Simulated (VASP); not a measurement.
# Sc2TaF3 (Cmmm) in VASP: further runs, part 3 of 3

VASP 6.6.1. Earlier steps stand in the parts before.

## (5) Single point, PBE, collinear spin

INCAR

```
SYSTEM = Sc2TaF3
ALGO = Normal ; EDIFF = 1E-6
ENCUT = 520 ; GGA = PE
ISIF = 2 ; ISMEAR = 0
ISPIN = 2 ; LASPH = .TRUE.
LCHARG = .FALSE. ; LMAXMIX = 4
LORBIT = 11 ; LREAL = .FALSE.
LWAVE = .FALSE. ; MAGMOM = 0 0 1 0 0 0
NBANDS = 40 ; NELM = 150
PREC = Accurate ; SIGMA = 0.1
```

KPOINTS

```
k-points
0
G
  4 4 6
  0 0 0
```

POSCAR

```
Sc2TaF3
1.0
    2.2610594900     -5.0197699000      0.0000000000
    2.2610594900      5.0197699000      0.0000000000
    0.0000000000      0.0000000000      3.5341532400
Sc Ta F
2 1 3
Direct
    0.6562623200      0.3437376800      0.5000000000
    0.3437376800      0.6562623200      0.5000000000
    0.0000000000      0.0000000000      0.0000000000
    0.1478336900      0.8521663100      0.5000000000
    0.8521663100      0.1478336900      0.5000000000
    0.5000000000      0.5000000000      0.0000000000
```

Potentials or basis: VASP PAW PBE potentials, release 64 (Sc_sv, Ta_pv, F).

Launch:

```bash
$ cat potpaw_PBE.64/Sc_sv/POTCAR potpaw_PBE.64/Ta_pv/POTCAR potpaw_PBE.64/F/POTCAR > POTCAR
$ mpirun -np 1 vasp_std > vasp.out
```

OUTCAR:

```text
SYSTEM = Sc2TaF3
   EDIFF = 1E-6
   ENCUT = 520
   GGA = PE
   ISIF = 2
   ISMEAR = 0
   ISPIN = 2
   LASPH = .TRUE.
   LORBIT = 11
   LREAL = .FALSE.
   NELM = 150
   PREC = Accurate

 ion  position               nearest neighbor table
   1  0.656  0.344  0.500-   5 1.97   4 2.26   4 2.26   6 2.36   6 2.36   2 2.94   2 2.94   2 3.14
                             3 3.27   3 3.27   3 3.27   3 3.27
   2  0.344  0.656  0.500-   4 1.97   5 2.26   5 2.26   6 2.36   6 2.36   1 2.94   1 2.94   1 3.14
                             3 3.27   3 3.27   3 3.27   3 3.27
   3  0.000  0.000  0.000-   6 2.26   6 2.26   4 2.31   4 2.31   5 2.31   5 2.31   2 3.27   2 3.27
                             1 3.27   1 3.27   1 3.27   2 3.27   2 3.27   1 3.27
   4  0.148  0.852  0.500-   2 1.97   1 2.26   1 2.26   3 2.31   3 2.31
   5  0.852  0.148  0.500-   1 1.97   2 2.26   2 2.26   3 2.31   3 2.31
   6  0.500  0.500  0.000-   3 2.26   3 2.26   1 2.36   1 2.36   2 2.36   2 2.36

  LATTYP: Found a base centered orthorhombic cell.
 ALAT       =     4.5221189800
 B/A-ratio  =     2.2200963408
 C/A-ratio  =     0.7815259297

  Lattice vectors:

 A1 = (   2.2610594900,  -5.0197699000,   0.0000000000)
 A2 = (   2.2610594900,   5.0197699000,   0.0000000000)
 A3 = (   0.0000000000,   0.0000000000,   3.5341532400)

Analysis of symmetry for initial positions (statically):
=====================================================================
 Subroutine PRICEL returns:
 Original cell was already a primitive cell.

 Routine SETGRP: Setting up the symmetry group for a
 base centered orthorhombic supercell.

 Subroutine GETGRP returns: Found  8 space group operations
 (whereof  8 operations were pure point group operations)
 out of a pool of  8 trial point group operations.

The static configuration has the point symmetry D_2h.

Analysis of symmetry for dynamics (positions and initial velocities):
=====================================================================
 Subroutine PRICEL returns:
 Original cell was already a primitive cell.

 Routine SETGRP: Setting up the symmetry group for a
 base centered orthorhombic supercell.

 Subroutine GETGRP returns: Found  8 space group operations
[... 1188 lines left out ...]
     38      10.1677      0.00000
     39      10.2433      0.00000

 [... further k-points ...]

 spin component 2

 k-point     1 :       0.0000    0.0000    0.0000
  band No.  band energies     occupation
      1     -43.8057      1.00000
      2     -43.7025      1.00000
      3     -29.1739      1.00000
      4     -29.1625      1.00000
      5     -29.0688      1.00000
      6     -23.4168      1.00000
[... 997 lines left out ...]
     38      10.1682      0.00000
     39      10.2432      0.00000

 [... further k-points ...]

 [bands above 39 left out]

------------------------ aborting loop because EDIFF is reached ----------------------------------------

  FORCE on cell =-STRESS in cart. coord.  units (eV):
  Direction    XX          YY          ZZ          XY          YZ          ZX
  --------------------------------------------------------------------------------------
  -------------------------------------------------------------------------------------
  Total        7.8271693     12.3365363      2.4026916      0.0000000      0.0000000      0.0000000
  in kB      156.3162548    246.3727390     47.9841105      0.0000000      0.0000000      0.0000000
  external PRESSURE =     150.2243681 kB  Pullay stress =       0.0000000 kB

 VOLUME and BASIS-vectors are now :
 -----------------------------------------------------------------------------
  energy-cutoff  :      520.00
  volume of cell :       80.23
      direct lattice vectors                 reciprocal lattice vectors
     2.261059490 -5.019769900  0.000000000     0.221135270 -0.099606159  0.000000000
     2.261059490  5.019769900  0.000000000     0.221135270  0.099606159  0.000000000
     0.000000000  0.000000000  3.534153240     0.000000000  0.000000000  0.282953209

 POSITION                                       TOTAL-FORCE (eV/Angst)
 -----------------------------------------------------------------------------------
      2.26106     -1.56880      1.76708         0.000000      2.152629     -0.000000
      2.26106      1.56880      1.76708         0.000000     -2.152629      0.000000
      0.00000      0.00000      0.00000         0.000000      0.000000      0.000000
      2.26106      3.53559      1.76708         0.000000      0.898375      0.000000
      2.26106     -3.53559      1.76708         0.000000     -0.898375      0.000000
      2.26106      0.00000      0.00000         0.000000      0.000000      0.000000
 -----------------------------------------------------------------------------------
    total drift:                               -0.000000      0.000000      0.000000

  FREE ENERGIE OF THE ION-ELECTRON SYSTEM (eV)
  ---------------------------------------------------
  free  energy   TOTEN  =       -36.1918389551 eV

  energy  without entropy=      -36.1676227214  energy(sigma->0) =      -36.17973084

 total charge

# of ion       s       p       d       tot
------------------------------------------
    1        2.186   6.127   1.236   9.549
    2        2.186   6.127   1.236   9.549
    3        0.255   6.040   2.420   8.715
    4        1.755   4.386   0.000   6.140
    5        1.755   4.386   0.000   6.140
    6        1.757   4.350   0.000   6.106
--------------------------------------------------
tot          9.892  31.415   4.892  46.200

 magnetization (x)

# of ion       s       p       d       tot
------------------------------------------
    1       -0.000  -0.000  -0.000  -0.000
    2       -0.000  -0.000  -0.000  -0.000
    3        0.000   0.000   0.001   0.001
    4        0.000   0.000   0.000   0.000
    5        0.000   0.000   0.000   0.000
    6        0.000   0.000   0.000   0.000
--------------------------------------------------
tot          0.000   0.000   0.000   0.001
```

OSZICAR:

```text
N       E                     dE             d eps       ncg     rms          rms(c)
DAV:   1     0.849137850283E+03    0.84914E+03   -0.25977E+04  4488   0.148E+03
DAV:   2     0.621842615301E+02   -0.78695E+03   -0.76095E+03  4576   0.521E+02
DAV:   3    -0.345454128276E+02   -0.96730E+02   -0.92381E+02  6520   0.184E+02
[... 10 lines left out ...]
DAV:  14    -0.361917412646E+02   -0.56616E-04   -0.25183E-04  6680   0.504E-02    0.249E-02
DAV:  15    -0.361917773835E+02   -0.36119E-04   -0.15680E-04  6088   0.324E-02    0.170E-02
DAV:  16    -0.361918097890E+02   -0.32406E-04   -0.17531E-04  6040   0.288E-02    0.142E-02
DAV:  17    -0.361918332442E+02   -0.23455E-04   -0.33797E-04  5952   0.405E-02    0.520E-03
DAV:  18    -0.361918384535E+02   -0.52092E-05   -0.82407E-05  6808   0.228E-02    0.270E-03
DAV:  19    -0.361918389551E+02   -0.50162E-06   -0.66009E-06  4824   0.716E-03
   1 F= -.36191839E+02 E0= -.36179731E+02  d E =-.242162E-01  mag=     0.0000
```

stdout:

```text
POSCAR found type information on POSCAR ScTaF
 POSCAR found :  3 types and       6 ions
 scaLAPACK will be used
 LDA part: xc-table for (Slater+PW92), standard interpolation
 POSCAR, INCAR and KPOINTS ok, starting setup
 FFT: planning ... GRIDC
 FFT: planning ... GRID_SOFT
 FFT: planning ... GRID
 WAVECAR not read
 entering main loop
```

Run time: 2.7 min. Hardware: 1 thread of Intel Xeon 6975P-C (Granite Rapids), shared host; peak memory 0.33 GiB.

What came out:

| Item | Value |
| --- | --- |
| Free energy | -36.1918 eV |
| Pressure | 15.0 GPa |
| Largest force | 2.153 eV/Å |
| Band gap on the k mesh | zero (filled and empty bands overlap) |
| Net moment | 0.00 μB per cell |
| Valence electrons inside the program's atomic spheres | Sc 9.55; Ta 8.71; F 6.14, 6.11 (each value once) |

Forces in eV/Å, atoms in the order of the input:
```
Sc   0.000  2.153  0.000
Sc   0.000 -2.153  0.000
Ta   0.000  0.000  0.000
F    0.000  0.898  0.000
F    0.000 -0.898  0.000
F    0.000  0.000  0.000
```

Stress tensor (GPa, compression positive):
```
15.63  0.00  0.00
 0.00 24.64  0.00
 0.00  0.00  4.80
```

Levels at points of the mesh, in eV from the Fermi level:
Spin up:
| k point | band 25 | band 26 | band 27 | band 28 | band 29 | band 30 |
| --- | --- | --- | --- | --- | --- | --- |
| (0.00, 0.00, 0.00) | -2.00 | -0.96 | -0.67 | 0.34 | 0.77 | 1.07 |
| (0.50, 0.00, 0.00) | -1.11 | -0.55 | 0.14 | 0.25 | 0.53 | 1.09 |
| (0.50, 0.50, 0.00) | -1.17 | -0.99 | -0.97 | -0.90 | -0.41 | 0.52 |
| (0.00, 0.00, 0.50) | -1.71 | -0.97 | 0.06 | 0.30 | 0.56 | 1.08 |
| (0.50, 0.00, 0.50) | -0.71 | -0.30 | 0.14 | 0.24 | 1.33 | 1.39 |
| (0.50, 0.50, 0.50) | -1.57 | -0.71 | -0.15 | 0.28 | 0.90 | 0.93 |
Spin down:
| k point | band 23 | band 24 | band 25 | band 26 | band 27 | band 28 | band 29 | band 30 | band 31 | band 32 |
| --- | --- | --- | --- | --- | --- | --- | --- | --- | --- | --- |
| (0.00, 0.00, 0.00) | -8.89 | -3.45 | -2.00 | -0.96 | -0.67 | 0.34 | 0.77 | 1.08 | 1.22 | 1.25 |
| (0.50, 0.00, 0.00) | -9.18 | -1.49 | -1.11 | -0.55 | 0.14 | 0.25 | 0.53 | 1.09 | 1.37 | 1.42 |
| (0.50, 0.50, 0.00) | -8.82 | -1.66 | -1.17 | -0.99 | -0.97 | -0.90 | -0.41 | 0.52 | 0.94 | 1.01 |
| (0.00, 0.00, 0.50) | -8.81 | -2.47 | -1.71 | -0.97 | 0.06 | 0.30 | 0.56 | 1.08 | 1.29 | 1.53 |
| (0.50, 0.00, 0.50) | -9.22 | -0.83 | -0.71 | -0.30 | 0.15 | 0.24 | 1.33 | 1.39 | 1.48 | 1.69 |
| (0.50, 0.50, 0.50) | -9.00 | -2.76 | -1.57 | -0.71 | -0.15 | 0.28 | 0.90 | 0.93 | 1.55 | 1.66 |

Caveat: the k points lie up to 0.38 Å⁻¹ apart, too coarse for converged energies and pressures of a metal; spin-orbit coupling is left out, which moves the levels of the heavy elements; forces of over 1 eV/Å act on the atoms, so gaps and moduli don't describe the material at rest.

## (6) Summary

| task | spin | cell | cutoff (eV) | gap on the mesh (eV) | pressure (GPa) | largest force (eV/Å) |
| --- | --- | --- | --- | --- | --- | --- |
| single point | off | a = 5.505, b = 5.505, c = 3.534 Å, angles 90.0, 90.0, 131.5°, 6 atoms, atomic positions A | 520 | none | 15.0 | 2.15 |
| single point | off | a = 7.909, b = 7.909, c = 2.957 Å, angles 90.0, 90.0, 149.9°, 6 atoms, atomic positions B | 520 | none | 0.0 | 0.04 |
| relaxation of cell and atoms | off | relaxed from a = 5.505, b = 5.505, c = 3.534 Å, angles 90.0, 90.0, 131.5°, 6 atoms, atomic positions A | 600 | none | -0.1 | 0.03 |
| single point | collinear | a = 5.505, b = 5.505, c = 3.534 Å, angles 90.0, 90.0, 131.5°, 6 atoms, atomic positions A | 520 | none | 15.0 | 2.15 |

Alike in all rows: level PBE; potentials or basis VASP PAW PBE potentials, release 64 (Sc_sv, Ta_pv, F); k mesh 4 × 4 × 6; smearing gaussian 0.1 eV.

Caveats: all runs use coarse meshes; spin-orbit coupling is left out, which moves the levels of the heavy elements; forces of over 1 eV/Å act on the atoms, so gaps and moduli don't describe the material at rest (at least some runs); a cell axis changed by over 15 % at a fixed basis, so the end point is rough (at least some runs).

Total energies depend on the potentials used, so only differences within one code and one set of settings carry meaning.
